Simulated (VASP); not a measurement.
# SnO2 (P4_2/mnm) in VASP: notebook

Runs on SnO2. Level: PBE. Tasks: single point.

Program: VASP 6.6.1. These are calculated values, not measurements. Logs are shortened: lines on timing, memory, paths and dates and some standing lists are left out, and cuts for length are marked.

## (1) The cell of the first run

Symmetry: P4_2/mnm, No. 136, tetragonal system. The conventional cell has a = 4.828 Å, b = 4.828 Å, c = 3.238 Å, α = 90.00°, β = 90.00°, γ = 90.00°. Sn (site symmetry mmm) has 6 O at 2.09 Å within 2.8 Å. Within 2.8 Å of O (site symmetry m2m) lie 3 Sn at 2.09 Å and 1 O at 2.64 Å.

## (2) Single point, PBE

Contents of INCAR:

```
SYSTEM = SnO2
PREC = Accurate
ENCUT = 520
EDIFF = 1E-7
ISMEAR = 0
SIGMA = 0.05
LREAL = .False.
LASPH = .True.
NELM = 60
ALGO = Normal
ISIF = 2
LWAVE = .False.
LCHARG = .False.
GGA = PE
NBANDS = 35
```

Contents of KPOINTS:

```
Automatic mesh
0
Gamma
  6 6 8
  0 0 0
```

Contents of POSCAR:

```
SnO2
1.0
    4.8277049961      0.0000000000      0.0000000000
    0.0000000000      4.8277049961      0.0000000000
    0.0000000000      0.0000000000      3.2379909406
Sn O
2 4
Direct
    0.0000000000      0.0000000000      0.0000000000
    0.5000000000      0.5000000000      0.5000000000
    0.3066050863      0.3066050863      0.0000000000
    0.1933949137      0.8066050863      0.5000000000
    0.6933949137      0.6933949137      0.0000000000
    0.8066050863      0.1933949137      0.5000000000
```

Potentials or basis: VASP PAW PBE potentials, release 64 (Sn_d, O).

Started as:

```
$ cat potpaw_PBE.64/Sn_d/POTCAR potpaw_PBE.64/O/POTCAR > POTCAR
$ mpirun -np 1 vasp_std > vasp.out
```

OUTCAR:

```text
SYSTEM = SnO2
   PREC = Accurate
   ENCUT = 520
   EDIFF = 1E-7
   ISMEAR = 0
   LREAL = .False.
   LASPH = .True.
   NELM = 60
   ISIF = 2
   GGA = PE

 ion  position               nearest neighbor table
   1  0.000  0.000  0.000-   4 2.09   6 2.09   4 2.09   6 2.09   5 2.09   3 2.09
   2  0.500  0.500  0.500-   3 2.09   5 2.09   3 2.09   5 2.09   4 2.09   6 2.09
   3  0.307  0.307  0.000-   2 2.09   2 2.09   1 2.09
   4  0.193  0.807  0.500-   1 2.09   1 2.09   2 2.09
   5  0.693  0.693  0.000-   2 2.09   2 2.09   1 2.09
   6  0.807  0.193  0.500-   1 2.09   1 2.09   2 2.09

  LATTYP: Found a simple tetragonal cell.
 ALAT       =     4.8277049961
 C/A-ratio  =     0.6707101911

  Lattice vectors:

 A1 = (   4.8277049961,   0.0000000000,   0.0000000000)
 A2 = (   0.0000000000,   4.8277049961,   0.0000000000)
 A3 = (   0.0000000000,   0.0000000000,   3.2379909406)

Analysis of symmetry for initial positions (statically):
=====================================================================
 Subroutine PRICEL returns:
 Original cell was already a primitive cell.

 Routine SETGRP: Setting up the symmetry group for a
 simple tetragonal supercell.

 Subroutine GETGRP returns: Found 16 space group operations
 (whereof  8 operations were pure point group operations)
 out of a pool of 16 trial point group operations.

The static configuration has the point symmetry D_2h.
 The point group associated with its full space group is D_4h.

Analysis of symmetry for dynamics (positions and initial velocities):
=====================================================================
 Subroutine PRICEL returns:
 Original cell was already a primitive cell.

 Routine SETGRP: Setting up the symmetry group for a
 simple tetragonal supercell.

 Subroutine GETGRP returns: Found 16 space group operations
 (whereof  8 operations were pure point group operations)
 out of a pool of 16 trial point group operations.

The dynamic configuration has the point symmetry D_2h.
 The point group associated with its full space group is D_4h.

 Subroutine INISYM returns: Found 16 space group operations
 (whereof  8 operations are pure point group operations),
 and found     1 'primitive' translations

----------------------------------------------------------------------------------------

                                     Primitive cell

  volume of cell :      75.4670

  direct lattice vectors                    reciprocal lattice vectors
     4.827704996  0.000000000  0.000000000     0.207137760  0.000000000  0.000000000
     0.000000000  4.827704996  0.000000000     0.000000000  0.207137760  0.000000000
     0.000000000  0.000000000  3.237990941     0.000000000  0.000000000  0.308833477

  length of vectors
     4.827704996  4.827704996  3.237990941     0.207137760  0.207137760  0.308833477

  position of ions in fractional coordinates (direct lattice)
     0.000000000  0.000000000  0.000000000
     0.500000000  0.500000000  0.500000000
     0.306605086  0.306605086  0.000000000
     0.193394914  0.806605086  0.500000000
     0.693394914  0.693394914  0.000000000
     0.806605086  0.193394914  0.500000000

  ion indices of the primitive-cell ions
   primitive index   ion index
                 1           1
                 2           2
                 3           3
                 4           4
                 5           5
                 6           6

----------------------------------------------------------------------------------------

 KPOINTS: Automatic mesh

Automatic generation of k-mesh.
 Grid dimensions read from file:
 generate k-points for:    6    6    8

 Generating k-lattice:

  Cartesian coordinates                     Fractional coordinates (reciprocal lattice)
     0.034522960  0.000000000  0.000000000     0.166666667  0.000000000  0.000000000
     0.000000000  0.034522960  0.000000000     0.000000000  0.166666667  0.000000000
     0.000000000  0.000000000  0.038604185     0.000000000  0.000000000  0.125000000

  Length of vectors
     0.034522960  0.034522960  0.038604185

  Shift w.r.t. Gamma in fractional coordinates (k-lattice)
     0.000000000  0.000000000  0.000000000

 Subroutine IBZKPT returns following result:
 ===========================================

 Found     50 irreducible k-points:

 Following reciprocal coordinates:
            Coordinates               Weight
  0.000000  0.000000  0.000000      1.000000
  0.166667  0.000000  0.000000      4.000000
  0.333333  0.000000  0.000000      4.000000
  0.500000  0.000000  0.000000      2.000000
  0.166667  0.166667  0.000000      4.000000
  0.333333  0.166667  0.000000      8.000000
[... 16 lines left out ...]
  0.333333  0.000000  0.250000      8.000000
  0.500000  0.000000  0.250000      4.000000
 [... further k-points ...]
   k-points           NKPTS =     50   k-points in BZ     NKDIM =     50   number of bands    NBANDS=     35
   number of dos      NEDOS =    301   number of ions     NIONS =      6
   total plane-waves  NPLWV =  31104
   dimension x,y,z NGX =    36 NGY =   36 NGZ =   24
   dimension x,y,z NGXF=    72 NGYF=   72 NGZF=   48
   ions per type =               2   4
   NGX,Y,Z   is equivalent  to a cutoff of  12.40, 12.40, 12.32 a.u.
   NGXF,Y,Z  is equivalent  to a cutoff of  24.79, 24.79, 24.64 a.u.
 SYSTEM =  SnO2
   PREC   = accura    normal or accurate (medium, high low for compatibility)
   ISTART =      0    job   : 0-new  1-cont  2-samecut
   ICHARG =      2    charge: 1-file 2-atom 10-const
   ISPIN  =      1    spin polarized calculation?
   LNONCOLLINEAR =      F non collinear calculations
   LSORBIT =      F    spin-orbit coupling
   LASPH  =      T    aspherical Exc in radial PAW
   ENCUT  =  520.0 eV  38.22 Ry    6.18 a.u.   8.98  8.98  6.02*2*pi/ulx,y,z
   NELM   =     60;   NELMIN=  2; NELMDL= -5     # of ELM steps
   EDIFF  = 0.1E-06   stopping-criterion for ELM
   LREAL  =      F    real-space projection
   EDIFFG = 0.1E-05   stopping-criterion for IOM
   NSW    =      0    number of steps for IOM
   IBRION =     -1    ionic relax: 0-MD 1-quasi-New 2-CG
   NFREE  =      0    steps in history (QN), initial steepest desc. (CG)
   ISIF   =      2    stress and relaxation
   ISYM   =      2    0-nonsym 1-usesym 2-fastsym
   POTIM  = 0.5000    time-step for ionic-motion
   TEBEG  =    0.0;   TEEND  =   0.0 temperature during run
   PSTRESS=    0.0 pullay stress
   NELECT =      52.0000    total number of electrons
   NUPDOWN=      -1.0000    fix difference up-down
   EMIN   =  10.00;   EMAX   =-10.00  energy-range for DOS
   EFERMI =   0.00;   METHOD = LEGACY
   ISMEAR =     0;   SIGMA  =   0.05  broadening in eV -4-tet -1-fermi 0-gaus
   EFERMI_NEDOS =   21; number of points for ismear=-14 and -15
   IALGO  =     38    algorithm
   IMIX   =      4    mixing-type and parameters
     AMIX     =   0.40;   BMIX     =  1.00
     AMIX_MAG =   1.60;   BMIX_MAG =  1.00
  volume/ion in A,a.u.               =      12.58        84.88
  Fermi-wavevector in a.u.,A,eV,Ry     =   1.445962  2.732472 28.447149  2.090806
  Thomas-Fermi vector in A             =   2.564085
   LORBIT       =      0    0 simple, 1 ext, 2 COOP (PROOUT), +10 PAW based schemes
   GGA     = PE    functional components
   LHFCALC =     F    Hartree Fock is set to
   AEXX    =    0.0000 exact exchange contribution
   IVDW    =     0    specifies the selected vdW correction
   LEPSILON=     F    determine dielectric tensor
   LRPA    =     F    only Hartree local field effects (RPA)
 non-spin polarized calculation
 Gauss-broadening in eV      SIGMA  =   0.05
  energy-cutoff  :      520.00
  volume of cell :       75.47
 maximum number of plane-waves:      2068
 NGX is ok and might be reduce to    36

 number of electron      52.0000002 magnetization

 Free energy of the ion-electron system (eV)
  ---------------------------------------------------
  ext. energy  EPLUGINS =         0.00000000
  ---------------------------------------------------
  free energy    TOTEN  =       -37.31099154 eV

  energy without entropy =      -37.31099154  energy(sigma->0) =      -37.31099154

 E-fermi :   5.7847     XC(G=0): -10.9755

 val. band max:        5.5304793654   @ k =   0.0000   0.0000   0.0000
 cond. band min:       6.1996599517   @ k =   0.0000   0.0000   0.0000
 fundamental gap:      0.6691805863
 Fermi energy:         5.7846651368

 k-point     1 :       0.0000    0.0000    0.0000
  band No.  band energies     occupation
      1     -15.5049      2.00000
      2     -14.8411      2.00000
      3     -14.6475      2.00000
      4     -14.6203      2.00000
      5     -14.6203      2.00000
      6     -14.5543      2.00000
[... 27 lines left out ...]
     34      17.0101      0.00000
     35      17.7903      0.00000

 k-point     2 :       0.1667    0.0000    0.0000
  band No.  band energies     occupation
      1     -15.4675      2.00000
      2     -14.8830      2.00000
      3     -14.6467      2.00000
      4     -14.6188      2.00000
      5     -14.6187      2.00000
      6     -14.5828      2.00000
[... 27 lines left out ...]
     34      17.1120      0.00000
     35      17.7861      0.00000

 k-point     3 :       0.3333    0.0000    0.0000
  band No.  band energies     occupation
      1     -15.3596      2.00000
      2     -15.0160      2.00000
      3     -14.6439      2.00000
      4     -14.6208      2.00000
      5     -14.6158      2.00000
      6     -14.6157      2.00000
[... 27 lines left out ...]
     34      17.4746      0.00000
     35      17.7677      0.00000

 k-point     4 :       0.5000    0.0000    0.0000
  band No.  band energies     occupation
      1     -15.1968      2.00000
      2     -15.1968      2.00000
      3     -14.6376      2.00000
      4     -14.6376      2.00000
      5     -14.6142      2.00000
      6     -14.6142      2.00000
[... 27 lines left out ...]
     34      17.5719      0.00000
     35      17.7255      0.00000

 k-point     5 :       0.1667    0.1667    0.0000
  band No.  band energies     occupation
      1     -15.4380      2.00000
      2     -14.9290      2.00000
      3     -14.6452      2.00000
      4     -14.6208      2.00000
      5     -14.6155      2.00000
      6     -14.5989      2.00000
[... 638 lines left out ...]
 k-point    22 :       0.1667    0.0000    0.2500
  band No.  band energies     occupation
      1     -15.2733      2.00000
      2     -15.0464      2.00000
      3     -14.9548      2.00000
      4     -14.6561      2.00000
      5     -14.5578      2.00000
      6     -14.5510      2.00000
[... 27 lines left out ...]
     34      17.1678      0.00000
     35      17.5957      0.00000

 k-point    23 :       0.3333    0.0000    0.2500
  band No.  band energies     occupation
      1     -15.2641      2.00000
      2     -15.1424      2.00000
      3     -14.8618      2.00000
      4     -14.6797      2.00000
      5     -14.5545      2.00000
      6     -14.5477      2.00000
[... 27 lines left out ...]
     34      17.4092      0.00000
     35      17.7394      0.00000

 k-point    24 :       0.5000    0.0000    0.2500
  band No.  band energies     occupation
      1     -15.2214      2.00000
      2     -15.2214      2.00000
      3     -14.7572      2.00000
      4     -14.7572      2.00000
      5     -14.5502      2.00000
      6     -14.5502      2.00000
[... 27 lines left out ...]
     34      17.5158      0.00000
     35      17.7989      0.00000

 [... further k-points ...]

------------------------ aborting loop because EDIFF is reached ----------------------------------------

  FORCE on cell =-STRESS in cart. coord.  units (eV):
  Direction    XX          YY          ZZ          XY          YZ          ZX
  --------------------------------------------------------------------------------------
  -------------------------------------------------------------------------------------
  Total        0.2335597      0.2335597      0.3814623      0.0000000      0.0000000      0.0000000
  in kB        4.9585135      4.9585135      8.0985110      0.0000000      0.0000000      0.0000000
  external PRESSURE =       6.0051793 kB  Pullay stress =       0.0000000 kB

 VOLUME and BASIS-vectors are now :
 -----------------------------------------------------------------------------
  energy-cutoff  :      520.00
  volume of cell :       75.47
      direct lattice vectors                 reciprocal lattice vectors
     4.827704996  0.000000000  0.000000000     0.207137760  0.000000000  0.000000000
     0.000000000  4.827704996  0.000000000     0.000000000  0.207137760  0.000000000
     0.000000000  0.000000000  3.237990941     0.000000000  0.000000000  0.308833477

 POSITION                                       TOTAL-FORCE (eV/Angst)
 -----------------------------------------------------------------------------------
      0.00000      0.00000      0.00000         0.000000      0.000000      0.000000
      2.41385      2.41385      1.61900         0.000000      0.000000      0.000000
      1.48020      1.48020      0.00000        -0.014349     -0.014349     -0.000000
      0.93365      3.89405      1.61900         0.014349     -0.014349     -0.000000
      3.34751      3.34751      0.00000         0.014349      0.014349      0.000000
      3.89405      0.93365      1.61900        -0.014349      0.014349      0.000000
 -----------------------------------------------------------------------------------
    total drift:                                0.000000      0.000000      0.000000

  FREE ENERGIE OF THE ION-ELECTRON SYSTEM (eV)
  ---------------------------------------------------
  free  energy   TOTEN  =       -37.3109915377 eV

  energy  without entropy=      -37.3109915377  energy(sigma->0) =      -37.31099154
```

Wall time 3.1 min (1 thread of Intel Xeon 8259CL, shared host); peak memory 0.24 GiB.

What came out:

| Property | Result |
| --- | --- |
| Free energy | -37.3110 eV |
| Pressure | 0.6 GPa |
| Largest force | 0.020 eV/Å |
| Band gap on the k mesh | 0.67 eV |

Forces on the atoms (eV/Å):
```
Sn   0.000  0.000  0.000
Sn   0.000  0.000  0.000
O   -0.014 -0.014  0.000
O    0.014 -0.014  0.000
O    0.014  0.014  0.000
O   -0.014  0.014  0.000
```

Stress tensor (GPa, compression positive):
```
0.50 0.00 0.00
0.00 0.50 0.00
0.00 0.00 0.81
```

Caveat: semilocal functionals underestimate gaps, and a narrow one can read as zero; spin-orbit coupling is left out, which moves the levels of the heavy elements.

## (3) Single point, PBE

This run uses another cell than the first one: it holds 12 atoms, not 6.

Contents of INCAR:

```
PREC = Accurate
ENCUT = 520
EDIFF = 1E-6
ISMEAR = 0
SIGMA = 0.05
LREAL = F
LASPH = T
NELM = 80
ALGO = Normal
ISIF = 2
LWAVE = F
LCHARG = T
GGA = PE
LELF = T
LVHAR = T
NBANDS = 64
```

Contents of KPOINTS:

```
Automatic mesh
0
Gamma
  8 4 4
```

Contents of POSCAR:

```
SnO2
1.0
    0.0000000000      0.0000000000     -3.2379909406
    4.8277049961      4.8277049961      0.0000000000
    4.8277049961     -4.8277049961      0.0000000000
Sn O
4 8
Direct
    0.0000000000      0.0000000000      0.0000000000
    0.0000000000      0.5000000000      0.5000000000
    0.5000000000      0.5000000000      0.0000000000
    0.5000000000      0.0000000000      0.5000000000
    0.0000000000      0.3066050863      0.0000000000
    0.0000000000      0.8066050863      0.5000000000
    0.5000000000      0.5000000000      0.6933949137
    0.5000000000      0.0000000000      0.1933949137
    0.0000000000      0.6933949137      0.0000000000
    0.0000000000      0.1933949137      0.5000000000
    0.5000000000      0.5000000000      0.3066050863
    0.5000000000      0.0000000000      0.8066050863
```

Potentials or basis: VASP PAW PBE potentials, release 64 (Sn_d, O).

Started as:

```
$ cat potpaw_PBE.64/Sn_d/POTCAR potpaw_PBE.64/O/POTCAR > POTCAR
$ mpirun -np 1 vasp_std > vasp.out
```

Wall time 8.2 min (1 thread of Intel Xeon 8259CL, shared host); peak memory 0.37 GiB.

It converged, with:

- Free energy: -74.6223 eV
- Pressure: 0.6 GPa
- Largest force: 0.020 eV/Å
- Band gap on the k mesh: 0.67 eV

Forces in eV/Å, atoms in the order of the input:
```
Sn   0.000  0.000  0.000
Sn   0.000  0.000  0.000
Sn   0.000  0.000  0.000
Sn   0.000  0.000  0.000
O   -0.014 -0.014  0.000
O   -0.014 -0.014  0.000
O    0.014 -0.014  0.000
O    0.014 -0.014  0.000
O    0.014  0.014  0.000
O    0.014  0.014  0.000
O   -0.014  0.014  0.000
O   -0.014  0.014  0.000
```

Stress tensor (GPa, compression positive):
```
0.50 0.00 0.00
0.00 0.50 0.00
0.00 0.00 0.81
```

Levels at points of the mesh, in eV from the valence-band top:
| k point | band 48 | band 49 | band 50 | band 51 | band 52 | band 53 | band 54 | band 55 | band 56 | band 57 |
| --- | --- | --- | --- | --- | --- | --- | --- | --- | --- | --- |
| (0.00, 0.00, 0.00) | -0.85 | -0.85 | -0.74 | -0.74 | 0.00 | 0.67 | 4.27 | 4.27 | 5.69 | 6.06 |
| (0.50, 0.00, 0.00) | -1.18 | -0.92 | -0.92 | -0.78 | -0.78 | 4.35 | 4.35 | 5.59 | 5.59 | 8.61 |
| (0.00, 0.50, 0.00) | -1.20 | -0.79 | -0.79 | -0.45 | -0.45 | 2.79 | 2.79 | 4.91 | 4.91 | 6.69 |
| (0.50, 0.50, 0.00) | -1.16 | -1.05 | -1.05 | -0.97 | -0.97 | 5.09 | 5.09 | 5.62 | 5.62 | 7.59 |
| (0.00, 0.50, 0.50) | -1.21 | -0.61 | -0.61 | -0.61 | -0.61 | 3.88 | 3.88 | 3.88 | 3.88 | 6.81 |
| (0.50, 0.50, 0.50) | -1.02 | -0.75 | -0.75 | -0.75 | -0.75 | 5.85 | 5.85 | 5.85 | 5.85 | 7.60 |

Caveat: semilocal functionals underestimate gaps, and a narrow one can read as zero; spin-orbit coupling is left out, which moves the levels of the heavy elements.
